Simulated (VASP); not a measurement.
# C (Cmme) in VASP: further runs

Aim: see how the results for C move with the level of theory and the settings. Levels: LDA, PBEsol, PBE. Tasks: relaxation of cell and atoms.

Everything below comes from runs of VASP 6.6.1. Logs are shortened: lines on timing, memory, paths and dates and some standing lists are left out, and cuts for length are marked.

**1. The cell of the first run**

The structure is orthorhombic, space group Cmme (No. 67). Conventional cell: a = 2.456 Å, b = 4.254 Å, c = 7.173 Å, α = 90.00°, β = 90.00°, γ = 90.00°. Within 1.9 Å of C (site symmetry m) lie 3 C at 1.42 Å.

**2. Relaxation of cell and atoms, LDA**

Input file INCAR:

```
SYSTEM = C
PREC = Accurate
ENCUT = 600
EDIFF = 1E-7
ISMEAR = 0
SIGMA = 0.1
LREAL = .FALSE.
LASPH = .TRUE.
NELM = 60
ALGO = Normal
ISIF = 3
LWAVE = .FALSE.
LCHARG = .FALSE.
GGA = CA
IBRION = 2
NSW = 80
EDIFFG = -0.01
```

Input file KPOINTS:

```
Automatic mesh
0
G
  18 18 6
  0 0 0
```

Input file POSCAR:

```
C
1.0
    1.2280479700     -2.1270618200      0.0000000000
    1.2280479700      2.1270618200      0.0000000000
    0.0000000000      0.0000000000      7.1732677600
C
4
Direct
    0.0833794600      0.9166205400      0.7531376000
    0.5833794600      0.4166205400      0.2468624000
    0.9166205400      0.0833794600      0.2468624000
    0.4166205400      0.5833794600      0.7531376000
```

Potentials or basis: VASP PAW LDA potentials, release 64 (C).

Command:

```
$ cat potpaw_LDA.64/C/POTCAR > POTCAR
$ mpirun -np 1 vasp_std > vasp.out
```

OUTCAR:

```text
SYSTEM = C
   PREC = Accurate
   ENCUT = 600
   EDIFF = 1E-7
   ISMEAR = 0
   LREAL = .FALSE.
   LASPH = .TRUE.
   NELM = 60
   ISIF = 3
   GGA = CA
   IBRION = 2
   NSW = 80
   EDIFFG = -0.01

 ion  position               nearest neighbor table
   1  0.083  0.917  0.753-   4 1.42   4 1.42   4 1.42
   2  0.583  0.417  0.247-   3 1.42   3 1.42   3 1.42
   3  0.917  0.083  0.247-   2 1.42   2 1.42   2 1.42
   4  0.417  0.583  0.753-   1 1.42   1 1.42   1 1.42

  LATTYP: Found a hexagonal cell.
 ALAT       =     2.4561135566
 C/A-ratio  =     2.9205765918

  Lattice vectors:

 A1 = (   1.2280479700,  -2.1270618200,   0.0000000000)
 A2 = (   1.2280479700,   2.1270618200,   0.0000000000)
 A3 = (   0.0000000000,   0.0000000000,   7.1732677600)

Analysis of symmetry for initial positions (statically):
=====================================================================
 Subroutine PRICEL returns:
 Original cell was already a primitive cell.

 Routine SETGRP: Setting up the symmetry group for a
 hexagonal supercell.

 Subroutine GETGRP returns: Found  8 space group operations
 (whereof  4 operations were pure point group operations)
 out of a pool of 24 trial point group operations.

The static configuration has the point symmetry C_2h.
 The point group associated with its full space group is D_2h.

Analysis of symmetry for dynamics (positions and initial velocities):
=====================================================================
 Subroutine PRICEL returns:
 Original cell was already a primitive cell.

 Routine SETGRP: Setting up the symmetry group for a
 hexagonal supercell.

 Subroutine GETGRP returns: Found  8 space group operations
 (whereof  4 operations were pure point group operations)
 out of a pool of 24 trial point group operations.

The dynamic configuration has the point symmetry C_2h.
 The point group associated with its full space group is D_2h.

 Subroutine INISYM returns: Found  8 space group operations
 (whereof  4 operations are pure point group operations),
 and found     1 'primitive' translations

----------------------------------------------------------------------------------------

                                     Primitive cell

  volume of cell :      37.4751

  direct lattice vectors                    reciprocal lattice vectors
     1.228047970 -2.127061820  0.000000000     0.407150219 -0.235066041  0.000000000
     1.228047970  2.127061820  0.000000000     0.407150219  0.235066041  0.000000000
     0.000000000  0.000000000  7.173267760     0.000000000  0.000000000  0.139406479

  length of vectors
     2.456113557  2.456113557  7.173267760     0.470135453  0.470135453  0.139406479

  position of ions in fractional coordinates (direct lattice)
     0.083379460  0.916620540  0.753137600
     0.583379460  0.416620540  0.246862400
     0.916620540  0.083379460  0.246862400
     0.416620540  0.583379460  0.753137600

  ion indices of the primitive-cell ions
   primitive index   ion index
                 1           1
                 2           2
                 3           3
                 4           4

----------------------------------------------------------------------------------------

 KPOINTS: Automatic mesh

Automatic generation of k-mesh.
 Grid dimensions read from file:
 generate k-points for:   18   18    6

 Generating k-lattice:

  Cartesian coordinates                     Fractional coordinates (reciprocal lattice)
     0.022619457 -0.013059224  0.000000000     0.055555556  0.000000000  0.000000000
     0.022619457  0.013059224  0.000000000     0.000000000  0.055555556  0.000000000
     0.000000000  0.000000000  0.023234413     0.000000000  0.000000000  0.166666667

  Length of vectors
     0.026118636  0.026118636  0.023234413

  Shift w.r.t. Gamma in fractional coordinates (k-lattice)
     0.000000000  0.000000000  0.000000000

 Subroutine IBZKPT returns following result:
 ===========================================

 Found    364 irreducible k-points:

 Following reciprocal coordinates:
            Coordinates               Weight
  0.000000  0.000000  0.000000      1.000000
  0.055556  0.000000  0.000000      4.000000
 -0.055556  0.055556  0.000000      2.000000
  0.111111  0.000000  0.000000      4.000000
 -0.111111  0.111111  0.000000      2.000000
  0.166667  0.000000  0.000000      4.000000
[... 16 lines left out ...]
 -0.055556  0.166667  0.000000      4.000000
 -0.166667  0.111111  0.000000      4.000000
 [... further k-points ...]
   k-points           NKPTS =    364   k-points in BZ     NKDIM =    364   number of bands    NBANDS=     12
   number of dos      NEDOS =    301   number of ions     NIONS =      4
   total plane-waves  NPLWV =  24000
   dimension x,y,z NGX =    20 NGY =   20 NGZ =   60
   dimension x,y,z NGXF=    40 NGYF=   40 NGZF=  120
   ions per type =               4
   NGX,Y,Z   is equivalent  to a cutoff of  13.54, 13.54, 13.91 a.u.
   NGXF,Y,Z  is equivalent  to a cutoff of  27.07, 27.07, 27.81 a.u.
 SYSTEM =  C
   PREC   = accura    normal or accurate (medium, high low for compatibility)
   ISTART =      0    job   : 0-new  1-cont  2-samecut
   ICHARG =      2    charge: 1-file 2-atom 10-const
   ISPIN  =      1    spin polarized calculation?
   LNONCOLLINEAR =      F non collinear calculations
   LSORBIT =      F    spin-orbit coupling
   LASPH  =      T    aspherical Exc in radial PAW
   ENCUT  =  600.0 eV  44.10 Ry    6.64 a.u.   4.91  4.91 14.33*2*pi/ulx,y,z
   NELM   =     60;   NELMIN=  2; NELMDL= -5     # of ELM steps
   EDIFF  = 0.1E-06   stopping-criterion for ELM
   LREAL  =      F    real-space projection
   EDIFFG = -.1E-01   stopping-criterion for IOM
   NSW    =     80    number of steps for IOM
   IBRION =      2    ionic relax: 0-MD 1-quasi-New 2-CG
   NFREE  =      1    steps in history (QN), initial steepest desc. (CG)
   ISIF   =      3    stress and relaxation
   ISYM   =      2    0-nonsym 1-usesym 2-fastsym
   POTIM  = 0.5000    time-step for ionic-motion
   TEBEG  =    0.0;   TEEND  =   0.0 temperature during run
   PSTRESS=    0.0 pullay stress
   NELECT =      16.0000    total number of electrons
   NUPDOWN=      -1.0000    fix difference up-down
   EMIN   =  10.00;   EMAX   =-10.00  energy-range for DOS
   EFERMI =   0.00;   METHOD = LEGACY
   ISMEAR =     0;   SIGMA  =   0.10  broadening in eV -4-tet -1-fermi 0-gaus
   EFERMI_NEDOS =   21; number of points for ismear=-14 and -15
   IALGO  =     38    algorithm
   IMIX   =      4    mixing-type and parameters
     AMIX     =   0.40;   BMIX     =  1.00
     AMIX_MAG =   1.60;   BMIX_MAG =  1.00
  volume/ion in A,a.u.               =       9.37        63.22
  Fermi-wavevector in a.u.,A,eV,Ry     =   1.232728  2.329519 20.675669  1.519619
  Thomas-Fermi vector in A             =   2.367487
   LORBIT       =      0    0 simple, 1 ext, 2 COOP (PROOUT), +10 PAW based schemes
   GGA     = CA    functional components
   LHFCALC =     F    Hartree Fock is set to
   AEXX    =    0.0000 exact exchange contribution
   IVDW    =     0    specifies the selected vdW correction
   LEPSILON=     F    determine dielectric tensor
   LRPA    =     F    only Hartree local field effects (RPA)
 conjugate gradient relaxation of ions
 non-spin polarized calculation
 Gauss-broadening in eV      SIGMA  =   0.10
  energy-cutoff  :      600.00
  volume of cell :       37.48
 maximum number of plane-waves:      1278
   NGX =  9   NGY =  9   NGZ = 29

--------------------------------------- Ionic step        1  -------------------------------------------

 number of electron      15.9999999 magnetization

 Free energy of the ion-electron system (eV)
  ---------------------------------------------------
  ext. energy  EPLUGINS =         0.00000000
  ---------------------------------------------------
  free energy    TOTEN  =       -40.44089703 eV

  energy without entropy =      -40.44050316  energy(sigma->0) =      -40.44070010

------------------------ aborting loop because EDIFF is reached ----------------------------------------

  FORCE on cell =-STRESS in cart. coord.  units (eV):
  Direction    XX          YY          ZZ          XY          YZ          ZX
  --------------------------------------------------------------------------------------
  -------------------------------------------------------------------------------------
  Total       -1.0827975     -1.1192647     -0.3464558      0.0000000      0.0000000      0.0000000
  in kB      -46.2930003    -47.8520915    -14.8120747      0.0000000      0.0000000      0.0000000
  external PRESSURE =     -36.3190555 kB  Pullay stress =       0.0000000 kB
[... 95 lines left out ...]
  FREE ENERGIE OF THE ION-ELECTRON SYSTEM (eV)
  ---------------------------------------------------
  free  energy   TOTEN  =       -40.4457455735 eV

  energy  without entropy=      -40.4453543623  energy(sigma->0) =      -40.44554997

[... ionic steps 4 to 35 ...]

--------------------------------------- Ionic step       36  -------------------------------------------

 number of electron      15.9999998 magnetization

------------------------ aborting loop because EDIFF is reached ----------------------------------------

  FORCE on cell =-STRESS in cart. coord.  units (eV):
  Direction    XX          YY          ZZ          XY          YZ          ZX
  --------------------------------------------------------------------------------------
  -------------------------------------------------------------------------------------
  Total        0.1057850     -0.1147367      0.0090280      0.0000000      0.0000000      0.0000000
  in kB        4.9327731     -5.3501918      0.4209793      0.0000000      0.0000000      0.0000000
  external PRESSURE =       0.0011868 kB  Pullay stress =       0.0000000 kB
[... 61 lines left out ...]
  energy  without entropy=      -40.4616832253  energy(sigma->0) =      -40.46182893

--------------------------------------- Ionic step       38  -------------------------------------------

 number of electron      15.9999997 magnetization

 Free energy of the ion-electron system (eV)
  ---------------------------------------------------
  ext. energy  EPLUGINS =         0.00000000
  ---------------------------------------------------
  free energy    TOTEN  =       -40.46198996 eV

  energy without entropy =      -40.46169705  energy(sigma->0) =      -40.46184351

 E-fermi :   4.8009     XC(G=0): -10.8805

 val. band max:        4.7956342219   @ k =   0.3333   0.3333   0.5000
 cond. band min:       4.8017743511   @ k =   0.3333   0.3333   0.5000
 fundamental gap:      0.0061401292
 Fermi energy:         4.8008502188

 k-point     1 :       0.0000    0.0000    0.0000
  band No.  band energies     occupation
      1     -14.8245      2.00000
      2     -14.4750      2.00000
      3      -3.9901      2.00000
      4      -1.8155      2.00000
      5       1.7996      2.00000
      6       1.8175      2.00000
      7       1.8314      2.00000
      8       1.8400      2.00000
      9       8.7153      0.00000
     10      13.2100      0.00000
     11      13.2485      0.00000
     12      13.2868      0.00000
[... 331 lines left out ...]
 k-point    24 :      -0.1667    0.1111    0.0000
  band No.  band energies     occupation
      1     -14.3051      2.00000
      2     -13.9667      2.00000
      3      -3.3527      2.00000
      4      -1.2202      2.00000
      5       0.0591      2.00000
      6       0.0954      2.00000
      7       0.7673      2.00000
      8       0.8070      2.00000
      9       9.3447      0.00000
     10      13.4976      0.00000
     11      13.6034      0.00000
     12      14.7392      0.00000

 [... further k-points ...]
[... 5 lines left out ...]
  --------------------------------------------------------------------------------------
  -------------------------------------------------------------------------------------
  Total        0.0279259     -0.0362792      0.0144398      0.0000000      0.0000000      0.0000000
  in kB        1.3031755     -1.6929838      0.6738400      0.0000000      0.0000000      0.0000000
  external PRESSURE =       0.0946772 kB  Pullay stress =       0.0000000 kB
[... 19 lines left out ...]
  FREE ENERGIE OF THE ION-ELECTRON SYSTEM (eV)
  ---------------------------------------------------
  free  energy   TOTEN  =       -40.4619899647 eV

  energy  without entropy=      -40.4616970503  energy(sigma->0) =      -40.46184351

 reached required accuracy - stopping structural energy minimisation
```

Wall time 19 min (1 thread of Intel Xeon 6975P-C (Granite Rapids), shared host); peak memory 0.3 GiB.

What came out:

```yaml
Free_energy: -40.4620 eV
Relaxed_volume: 8.58 Å³/atom
Relaxed_cell: a = 2.446 Å, b = 2.446 Å, c = 6.627 Å, α = 90.00°, β = 90.00°, γ = 119.99°
Space_group_after_relaxing_to_0.05_Å: Fmmm (No. 69)
Energy_gained_by_relaxing: 5.3 meV/atom
Ionic_steps: 38
Pressure_after_relaxing: 0.0 GPa
Largest_force_after_relaxing: 0.004 eV/Å
```

Forces on the atoms (eV/Å):
```
C    0.000  0.004 -0.001
C    0.000  0.004  0.001
C    0.000 -0.004  0.001
C    0.000 -0.004 -0.001
```

Stress tensor (GPa, compression positive):
```
 0.13  0.00  0.00
 0.00 -0.17  0.00
 0.00  0.00  0.07
```

Step by step:
| step | energy change (eV) | largest force (eV/Å) | pressure (GPa) | volume (Å³) |
| --- | --- | --- | --- | --- |
| 1 | 0.0000 | 0.0262 | -3.63 | 37.48 |
| 2 | 0.0193 | 0.1139 | 7.35 | 36.33 |
| 3 | -0.0048 | 0.0141 | -0.38 | 37.12 |
| 4 | -0.0048 | 0.0150 | -0.32 | 37.11 |
| 5 | -0.0061 | 0.0533 | -0.28 | 36.97 |
| 6 | -0.0086 | 0.2591 | -0.12 | 36.53 |
| 7 | -0.0072 | 0.6835 | 0.30 | 35.65 |
| 8 | -0.0091 | 0.3886 | -0.01 | 36.25 |
| 9 | -0.0092 | 0.3866 | 0.00 | 36.24 |
| 10 | -0.0096 | 0.3810 | -0.01 | 36.20 |
| 11 | -0.0103 | 0.3698 | -0.02 | 36.13 |
| 12 | -0.0117 | 0.3472 | -0.01 | 35.98 |
| 13 | -0.0142 | 0.3023 | -0.01 | 35.68 |
| 14 | -0.0180 | 0.2128 | 0.01 | 35.08 |
| 15 | -0.0191 | 0.0371 | 0.17 | 33.89 |
| 16 | -0.0199 | 0.1114 | 0.07 | 34.40 |
| 17 | -0.0199 | 0.1006 | 0.08 | 34.33 |
| 18 | -0.0204 | 0.0388 | 0.05 | 34.40 |
| 19 | -0.0206 | 0.0375 | 0.01 | 34.47 |
| 20 | -0.0206 | 0.0436 | 0.01 | 34.48 |
| 21 | -0.0206 | 0.0244 | -0.01 | 34.49 |
| 22 | -0.0207 | 0.0133 | -0.04 | 34.50 |
| 23 | -0.0207 | 0.0106 | -0.03 | 34.50 |
| 24 | -0.0207 | 0.0147 | -0.02 | 34.50 |
| 25 | -0.0207 | 0.0136 | -0.02 | 34.50 |
| 26 | -0.0207 | 0.0112 | -0.02 | 34.49 |
| 27 | -0.0207 | 0.0108 | -0.01 | 34.49 |
| 28 | -0.0208 | 0.0238 | 0.00 | 34.47 |
| 29 | -0.0207 | 0.0579 | 0.03 | 34.44 |
| 30 | -0.0208 | 0.0332 | 0.01 | 34.46 |
| 31 | -0.0208 | 0.0325 | 0.01 | 34.46 |
| 32 | -0.0208 | 0.0306 | 0.00 | 34.46 |
| 33 | -0.0208 | 0.0266 | 0.01 | 34.45 |
| 34 | -0.0209 | 0.0189 | 0.00 | 34.44 |
| 35 | -0.0209 | 0.0061 | 0.00 | 34.41 |
| 36 | -0.0210 | 0.0304 | 0.00 | 34.36 |
| 37 | -0.0211 | 0.0093 | 0.00 | 34.34 |
| 38 | -0.0211 | 0.0044 | 0.01 | 34.33 |

Final structure:
```
C
1.0
     1.22311   -2.11787    0.00000
     1.22311    2.11787    0.00000
     0.00000    0.00000    6.62702
C
4
Cartesian
  1.2231 1.7650 4.9721
  1.2231 -0.3529 1.6549
  1.2231 -1.7650 1.6549
  1.2231 0.3529 4.9721
```

Levels at points of the mesh, in eV from the Fermi level:
```
           k point  band 6  band 7  band 8  band 9  band 10  band 11
(0.00, 0.00, 0.00)   -2.98   -2.97   -2.96    3.91     8.41     8.45
(0.50, 0.00, 0.00)   -6.42   -2.52   -2.52    1.88     1.88     7.73
(0.50, 0.50, 0.00)   -6.40   -3.14   -1.55    0.82     2.56     7.49
(0.00, 0.00, 0.50)   -2.98   -2.98   -2.98    6.66     6.69     8.47
(0.50, 0.00, 0.50)   -6.42   -2.40   -2.40    1.60     1.60     7.72
(0.50, 0.50, 0.50)   -6.43   -2.40   -2.39    1.60     1.61     7.71
```

(Part 1 of 2 ends here.)
